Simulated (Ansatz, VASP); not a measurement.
KBr: VASP beside Ansatz

```xyz
2
Lattice="0.0000 3.3024 3.3024 3.3024 0.0000 3.3024 3.3024 3.3024 0.0000" Properties=species:S:1:pos:R:3 pbc="T T T"
K     0.0000    0.0000    0.0000
Br    3.3024    3.3024    3.3024
```

Alike in both runs: task single point; functional HSE06; k mesh 4 × 4 × 4; occupations methfessel-paxton of order 1, width 0.05 eV; no spin polarisation.

|  | VASP | Ansatz |
| --- | --- | --- |
| version | VASP 6.6.1 | Ansatz 0.2.0 |
| potentials or method | VASP PAW PBE potentials, release 64 (K_sv, Br) | plane waves |
| plane-wave cutoff (eV) | 520 | 420 |
| valence electrons in the cell | 16 | 16 |

```csv
,VASP,Ansatz,Ansatz less VASP
gap on the k mesh at the Fermi level (eV),5.59,5.60,+0.003
pressure (GPa),0.4,0.4,-0.02
```

The functional is the same, so the differences come from potentials, cutoffs and numerics. Ansatz's warnings: stress exchange threshold loose, stress scf threshold loose.
